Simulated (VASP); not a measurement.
# LiBr (Fm-3m) in VASP: further runs

The runs below take LiBr through single point, with PBEsol.

All numbers are computed with VASP 6.6.1; they aren't measurements. Logs are shortened: lines on timing, memory, paths and dates and some standing lists are left out, and cuts for length are marked.

## 1. The cell of the first run

Symmetry: Fm-3m, No. 225, cubic system. Conventional cell: a = 4.930 Å, b = 4.930 Å, c = 4.930 Å, α = 90.00°, β = 90.00°, γ = 90.00°. Li (site symmetry m-3m) has 6 Br at 2.46 Å within 3.3 Å. Within 3.3 Å of Br (site symmetry m-3m) lie 6 Li at 2.46 Å.

## 2. Single point, PBEsol (F replaced by Br, lengths x 1.204, strained)

The input, INCAR:

```
ALGO = Normal
EDIFF = 1E-6
ENCUT = 750
GGA = PS
GGA_COMPAT = False
ISIF = 2
ISMEAR = 0
LASPH = True
LCHARG = True
LELF = True
LREAL = False
LVHAR = True
LWAVE = False
NBANDS = 12
NELM = 120
PREC = Accurate
SIGMA = 0.02
```

The input, KPOINTS:

```
k-points
0
Gamma
  8 8 8
```

The input, POSCAR:

```
LiBr
1.0
    0.0000000000      2.4648266931      2.4648266931
    2.4648266931      0.0000000000      2.4648266931
    2.4648266931      2.4648266931      0.0000000000
Li Br
1 1
Direct
    0.0000000000      0.0000000000      0.0000000000
    0.5000000000      0.5000000000      0.5000000000
```

Potentials or basis: VASP PAW PBE potentials, release 64 (Li_sv, Br).

Command:

```
$ cat potpaw_PBE.64/Li_sv/POTCAR potpaw_PBE.64/Br/POTCAR > POTCAR
$ mpirun -np 1 vasp_std > vasp.out
```

OUTCAR:

```text
EDIFF = 1E-6
   ENCUT = 750
   GGA = PS
   ISIF = 2
   ISMEAR = 0
   LASPH = True
   LREAL = False
   NELM = 120
   PREC = Accurate

 ion  position               nearest neighbor table
   1  0.000  0.000  0.000-   2 2.46   2 2.46   2 2.46   2 2.46   2 2.46   2 2.46
   2  0.500  0.500  0.500-   1 2.46   1 2.46   1 2.46   1 2.46   1 2.46   1 2.46

  LATTYP: Found a face centered cubic cell.
 ALAT       =     4.9296533862

  Lattice vectors:

 A1 = (   0.0000000000,   2.4648266931,   2.4648266931)
 A2 = (   2.4648266931,   0.0000000000,   2.4648266931)
 A3 = (   2.4648266931,   2.4648266931,   0.0000000000)

Analysis of symmetry for initial positions (statically):
=====================================================================
 Subroutine PRICEL returns:
 Original cell was already a primitive cell.

 Routine SETGRP: Setting up the symmetry group for a
 face centered cubic supercell.

 Subroutine GETGRP returns: Found 48 space group operations
 (whereof 48 operations were pure point group operations)
 out of a pool of 48 trial point group operations.

The static configuration has the point symmetry O_h .

Analysis of symmetry for dynamics (positions and initial velocities):
=====================================================================
 Subroutine PRICEL returns:
 Original cell was already a primitive cell.

 Routine SETGRP: Setting up the symmetry group for a
 face centered cubic supercell.

 Subroutine GETGRP returns: Found 48 space group operations
 (whereof 48 operations were pure point group operations)
 out of a pool of 48 trial point group operations.

The dynamic configuration has the point symmetry O_h .

 Subroutine INISYM returns: Found 48 space group operations
 (whereof 48 operations are pure point group operations),
 and found     1 'primitive' translations

----------------------------------------------------------------------------------------

                                     Primitive cell

  volume of cell :      29.9495

  direct lattice vectors                    reciprocal lattice vectors
     0.000000000  2.464826693  2.464826693    -0.202854019  0.202854019  0.202854019
     2.464826693  0.000000000  2.464826693     0.202854019 -0.202854019  0.202854019
     2.464826693  2.464826693  0.000000000     0.202854019  0.202854019 -0.202854019

  length of vectors
     3.485791338  3.485791338  3.485791338     0.351353467  0.351353467  0.351353467

[... 76 lines left out ...]
   LSORBIT =      F    spin-orbit coupling
   LASPH  =      T    aspherical Exc in radial PAW
   ENCUT  =  750.0 eV  55.12 Ry    7.42 a.u.   7.78  7.78  7.78*2*pi/ulx,y,z
   NELM   =    120;   NELMIN=  2; NELMDL= -5     # of ELM steps
   EDIFF  = 0.1E-05   stopping-criterion for ELM
   LREAL  =      F    real-space projection
[... 7 lines left out ...]
   TEBEG  =    0.0;   TEEND  =   0.0 temperature during run
   PSTRESS=    0.0 pullay stress
   NELECT =      10.0000    total number of electrons
   NUPDOWN=      -1.0000    fix difference up-down
   EMIN   =  10.00;   EMAX   =-10.00  energy-range for DOS
   EFERMI =   0.00;   METHOD = LEGACY
   ISMEAR =     0;   SIGMA  =   0.02  broadening in eV -4-tet -1-fermi 0-gaus
   EFERMI_NEDOS =   21; number of points for ismear=-14 and -15
   IALGO  =     38    algorithm
   IMIX   =      4    mixing-type and parameters
     AMIX     =   0.40;   BMIX     =  1.00
     AMIX_MAG =   1.60;   BMIX_MAG =  1.00
  volume/ion in A,a.u.               =      14.97       101.05
  Fermi-wavevector in a.u.,A,eV,Ry     =   1.135739  2.146235 17.550189  1.289903
  Thomas-Fermi vector in A             =   2.272444
   LORBIT       =      0    0 simple, 1 ext, 2 COOP (PROOUT), +10 PAW based schemes
   GGA     = PS    functional components
   LHFCALC =     F    Hartree Fock is set to
   AEXX    =    0.0000 exact exchange contribution
   IVDW    =     0    specifies the selected vdW correction
   LEPSILON=     F    determine dielectric tensor
   LRPA    =     F    only Hartree local field effects (RPA)
 non-spin polarized calculation
 Gauss-broadening in eV      SIGMA  =   0.02
  energy-cutoff  :      750.00
  volume of cell :       29.95
 maximum number of plane-waves:      1411
   NGX = 15   NGY = 15   NGZ = 15

 number of electron      10.0000000 magnetization

 Free energy of the ion-electron system (eV)
  ---------------------------------------------------
  ext. energy  EPLUGINS =         0.00000000
  ---------------------------------------------------
  free energy    TOTEN  =        -6.58339538 eV

  energy without entropy =       -6.58339538  energy(sigma->0) =       -6.58339538

 E-fermi :   3.3182     XC(G=0): -10.0207

 val. band max:        3.0683187367   @ k =  -0.1250   0.1250   0.0000
 cond. band min:       8.6255849175   @ k =   0.5000   0.0000   0.0000
 fundamental gap:      5.5572661808
 Fermi energy:         3.3181823791

 k-point     1 :       0.0000    0.0000    0.0000
  band No.  band energies     occupation
      1     -40.4475      2.00000
      2     -11.8947      2.00000
      3       3.0657      2.00000
      4       3.0657      2.00000
      5       3.0657      2.00000
      6       9.7299      0.00000
      7      13.5634      0.00000
      8      13.5634      0.00000
      9      13.5634      0.00000
     10      16.5543      0.00000
     11      16.5543      0.00000
     12      16.5543      0.00000
[... 331 lines left out ...]
 k-point    24 :      -0.3750    0.2500    0.1250
  band No.  band energies     occupation
      1     -40.4397      2.00000
      2     -10.6518      2.00000
      3      -1.2106      2.00000
      4       0.6815      2.00000
      5       1.9645      2.00000
      6      10.3947      0.00000
      7      11.1877      0.00000
      8      12.9359      0.00000
      9      15.5530      0.00000
     10      17.8704      0.00000
     11      19.1902      0.00000
     12      21.7576      0.00000

 [... further k-points ...]
[... 5 lines left out ...]
  --------------------------------------------------------------------------------------
  -------------------------------------------------------------------------------------
  Total        2.7919685      2.7919685      2.7919685     -0.0000000      0.0000000     -0.0000000
  in kB      149.3591846    149.3591846    149.3591846     -0.0000000      0.0000000     -0.0000000
  external PRESSURE =     149.3591846 kB  Pullay stress =       0.0000000 kB

 VOLUME and BASIS-vectors are now :
 -----------------------------------------------------------------------------
  energy-cutoff  :      750.00
  volume of cell :       29.95
      direct lattice vectors                 reciprocal lattice vectors
     0.000000000  2.464826693  2.464826693    -0.202854019  0.202854019  0.202854019
     2.464826693  0.000000000  2.464826693     0.202854019 -0.202854019  0.202854019
     2.464826693  2.464826693  0.000000000     0.202854019  0.202854019 -0.202854019

 POSITION                                       TOTAL-FORCE (eV/Angst)
 -----------------------------------------------------------------------------------
      0.00000      0.00000      0.00000         0.000000      0.000000      0.000000
      2.46483      2.46483      2.46483         0.000000      0.000000      0.000000
 -----------------------------------------------------------------------------------
    total drift:                                0.000000     -0.000000      0.000000

  FREE ENERGIE OF THE ION-ELECTRON SYSTEM (eV)
  ---------------------------------------------------
  free  energy   TOTEN  =        -6.5833953832 eV

  energy  without entropy=       -6.5833953832  energy(sigma->0) =       -6.58339538
```

OSZICAR:

```text
N       E                     dE             d eps       ncg     rms          rms(c)
DAV:   1     0.432609520516E+02    0.43261E+02   -0.47600E+03   696   0.976E+02
DAV:   2    -0.419076961000E+01   -0.47452E+02   -0.44888E+02   904   0.155E+02
DAV:   3    -0.654503368710E+01   -0.23543E+01   -0.23460E+01   916   0.349E+01
DAV:   4    -0.660988536738E+01   -0.64852E-01   -0.64617E-01   932   0.483E+00
DAV:   5    -0.661071965981E+01   -0.83429E-03   -0.83427E-03   828   0.536E-01    0.297E+00
DAV:   6    -0.658591452197E+01    0.24805E-01   -0.29732E-02   896   0.855E-01    0.182E+00
DAV:   7    -0.658314573590E+01    0.27688E-02   -0.23814E-02   968   0.865E-01    0.414E-01
DAV:   8    -0.658339208898E+01   -0.24635E-03   -0.21453E-03   820   0.321E-01    0.484E-02
DAV:   9    -0.658338929075E+01    0.27982E-05   -0.36007E-05   844   0.456E-02    0.139E-02
DAV:  10    -0.658339468028E+01   -0.53895E-05   -0.66783E-06   820   0.215E-02    0.422E-03
DAV:  11    -0.658339538318E+01   -0.70289E-06   -0.91358E-07   572   0.697E-03
   1 F= -.65833954E+01 E0= -.65833954E+01  d E =-.438388E-71
```

It used 23 s of CPU time on 1 thread of AMD EPYC 7R13 Processor (Zen 3), with other jobs on the host.

What came out:

* Free energy: -6.5834 eV
* Pressure: 14.9 GPa
* Band gap on the k mesh: 5.56 eV, indirect (least direct gap 6.02 eV)

Levels at points of the mesh, in eV from the valence-band top:
```tsv
k point	band 2	band 3	band 4	band 5	band 6	band 7	band 8	band 9
(0.00, 0.00, 0.00)	-14.96	0.00	0.00	0.00	6.66	10.50	10.50	10.50
(0.50, 0.00, 0.00)	-13.94	-4.64	-0.46	-0.46	5.56	7.86	7.86	15.24
(0.50, 0.50, 0.00)	-13.45	-4.84	-2.00	-2.00	6.13	6.58	14.64	14.67
```

Caveat: the cell differs from its parent crystal (F replaced by Br, lengths x 1.204, strained); the PAW data sets were made with another functional, which shifts forces and pressure a little. A k mesh can miss the band edges.

## 3. Single point, PBEsol

The input, INCAR:

```
SYSTEM = LiBr
PREC = Accurate
ENCUT = 750
EDIFF = 1E-6
ISMEAR = 0
SIGMA = 0.02
LREAL = .False.
LASPH = .True.
NELM = 120
ALGO = Normal
ISIF = 2
LWAVE = .False.
LCHARG = .True.
GGA = PS
LELF = .True.
LVHAR = .True.
NBANDS = 12
GGA_COMPAT = .False.
```

The input, KPOINTS:

```
regular mesh
0
Gamma
  8 8 8
  0 0 0
```

POSCAR is that of step 2.

Potentials or basis: VASP PAW PBE potentials, release 64 (Li_sv, Br).

Command:

```
$ cat potpaw_PBE.64/Li_sv/POTCAR potpaw_PBE.64/Br/POTCAR > POTCAR
$ mpirun -np 1 vasp_std > vasp.out
```

It used 53 s of CPU time on 1 thread of AMD EPYC 7R13 Processor (Zen 3) (shared host).

It converged, with:

```
Free energy            : -6.5834 eV
Pressure               : 14.9 GPa
Band gap on the k mesh : 5.56 eV, indirect (least direct gap 6.02 eV)
```

Levels at points of the mesh, in eV from the valence-band top:
| k point | band 1 | band 2 | band 3 | band 4 | band 5 | band 6 | band 7 | band 8 | band 9 | band 10 |
| --- | --- | --- | --- | --- | --- | --- | --- | --- | --- | --- |
| (0.00, 0.00, 0.00) | -43.52 | -14.96 | 0.00 | 0.00 | 0.00 | 6.66 | 10.50 | 10.50 | 10.50 | 13.49 |
| (0.50, 0.00, 0.00) | -43.51 | -13.94 | -4.64 | -0.46 | -0.46 | 5.56 | 7.86 | 7.86 | 15.24 | 15.47 |
| (0.50, 0.50, 0.00) | -43.51 | -13.45 | -4.84 | -2.00 | -2.00 | 6.13 | 6.58 | 14.64 | 14.67 | 14.67 |

Caveat: the PAW data sets were made with another functional, which shifts forces and pressure a little.

## 4. Single point, PBEsol (F replaced by Br, lengths x 1.204, strained)

The input, INCAR:

```
SYSTEM = LiBr
PREC = Accurate ; ENCUT = 750
EDIFF = 1E-6 ; ISMEAR = 0
SIGMA = 0.1 ; LREAL = .False.
LASPH = .True. ; NELM = 120
ALGO = Normal ; ISIF = 2
LWAVE = .False. ; LCHARG = .True.
GGA = PS ; LELF = .True.
LVHAR = .True. ; NBANDS = 12
GGA_COMPAT = .False.
```

The input, KPOINTS:

```
regular mesh
0
Gamma
  6 6 6
  0 0 0
```

POSCAR is that of step 3.

Potentials or basis: VASP PAW PBE potentials, release 64 (Li_sv, Br).

Command:

```
$ cat potpaw_PBE.64/Li_sv/POTCAR potpaw_PBE.64/Br/POTCAR > POTCAR
$ mpirun -np 1 vasp_std > vasp.out
```

OUTCAR:

```text
SYSTEM = LiBr
   PREC = Accurate
   ENCUT = 750
   EDIFF = 1E-6
   ISMEAR = 0
   LREAL = .False.
   LASPH = .True.
   NELM = 120
   ISIF = 2
   GGA = PS

 ion  position               nearest neighbor table
   1  0.000  0.000  0.000-   2 2.46   2 2.46   2 2.46   2 2.46   2 2.46   2 2.46
   2  0.500  0.500  0.500-   1 2.46   1 2.46   1 2.46   1 2.46   1 2.46   1 2.46

  LATTYP: Found a face centered cubic cell.
 ALAT       =     4.9296533862

  Lattice vectors:

 A1 = (   0.0000000000,   2.4648266931,   2.4648266931)
 A2 = (   2.4648266931,   0.0000000000,   2.4648266931)
 A3 = (   2.4648266931,   2.4648266931,   0.0000000000)

Analysis of symmetry for initial positions (statically):
=====================================================================
 Subroutine PRICEL returns:
 Original cell was already a primitive cell.

 Routine SETGRP: Setting up the symmetry group for a
 face centered cubic supercell.

 Subroutine GETGRP returns: Found 48 space group operations
 (whereof 48 operations were pure point group operations)
 out of a pool of 48 trial point group operations.

The static configuration has the point symmetry O_h .

Analysis of symmetry for dynamics (positions and initial velocities):
[... 166 lines left out ...]
      8      13.5639      0.00000
      9      13.5639      0.00000
     10      16.5544      0.00000
     11      16.5544      0.00000
     12      16.5544      0.00000
[... 211 lines left out ...]
 k-point    16 :      -0.3333    0.5000    0.1667
  band No.  band energies     occupation
      1     -40.4397      2.00000
      2     -10.3970      2.00000
      3      -1.2525      2.00000
      4       0.0895      2.00000
      5       1.1170      2.00000
      6      10.7558      0.00000
      7      11.2459      0.00000
      8      13.9807      0.00000
      9      15.3166      0.00000
     10      18.4191      0.00000
     11      20.4659      0.00000
     12      22.7395      0.00000

------------------------ aborting loop because EDIFF is reached ----------------------------------------

  FORCE on cell =-STRESS in cart. coord.  units (eV):
  Direction    XX          YY          ZZ          XY          YZ          ZX
  --------------------------------------------------------------------------------------
  -------------------------------------------------------------------------------------
  Total        2.7983290      2.7983290      2.7983290      0.0000000     -0.0000000      0.0000000
  in kB      149.6994472    149.6994472    149.6994472      0.0000000     -0.0000000      0.0000000
  external PRESSURE =     149.6994472 kB  Pullay stress =       0.0000000 kB

 VOLUME and BASIS-vectors are now :
 -----------------------------------------------------------------------------
  energy-cutoff  :      750.00
  volume of cell :       29.95
      direct lattice vectors                 reciprocal lattice vectors
     0.000000000  2.464826693  2.464826693    -0.202854019  0.202854019  0.202854019
     2.464826693  0.000000000  2.464826693     0.202854019 -0.202854019  0.202854019
     2.464826693  2.464826693  0.000000000     0.202854019  0.202854019 -0.202854019

 POSITION                                       TOTAL-FORCE (eV/Angst)
 -----------------------------------------------------------------------------------
      0.00000      0.00000      0.00000         0.000000      0.000000      0.000000
      2.46483      2.46483      2.46483        -0.000000     -0.000000     -0.000000
 -----------------------------------------------------------------------------------
    total drift:                                0.000000     -0.000000      0.000000

  FREE ENERGIE OF THE ION-ELECTRON SYSTEM (eV)
  ---------------------------------------------------
  free  energy   TOTEN  =        -6.5818025371 eV

  energy  without entropy=       -6.5818025371  energy(sigma->0) =       -6.58180254
```

stdout:

```text
POSCAR found type information on POSCAR LiBr
 POSCAR found :  2 types and       2 ions
 scaLAPACK will be used
 -----------------------------------------------------------------------------
|                                                                             |
|                                                                             |
|     You enforced a specific xc type in the INCAR file but a different       |
|     I HOPE YOU KNOW WHAT YOU ARE DOING!                                     |
|                                                                             |
 -----------------------------------------------------------------------------

 LDA part: xc-table for (Slater+PW92), standard interpolation
 POSCAR, INCAR and KPOINTS ok, starting setup
 FFT: planning ... GRIDC
 FFT: planning ... GRID_SOFT
 FFT: planning ... GRID
 WAVECAR not read
 entering main loop
```

Wall time 15 s (1 thread of Intel Xeon 8259CL, shared host); peak memory 0.18 GiB.

Results:

| Item | Value |
| --- | --- |
| Free energy | -6.5818 eV |
| Pressure | 15.0 GPa |
| Band gap on the k mesh | 5.56 eV, indirect (least direct gap 6.02 eV) |

Levels at points of the mesh, in eV from the valence-band top:
```tsv
k point	band 2	band 3	band 4	band 5	band 6	band 7	band 8	band 9
(0.00, 0.00, 0.00)	-14.96	0.00	0.00	0.00	6.66	10.50	10.50	10.50
(0.50, 0.00, 0.00)	-13.94	-4.64	-0.46	-0.46	5.56	7.86	7.86	15.24
(0.50, 0.50, 0.00)	-13.45	-4.84	-2.00	-2.00	6.13	6.58	14.65	14.67
```

Caveat: the cell differs from its parent crystal (F replaced by Br, lengths x 1.204, strained); the PAW data sets were made with another functional, which shifts forces and pressure a little. A k mesh can miss the band edges.
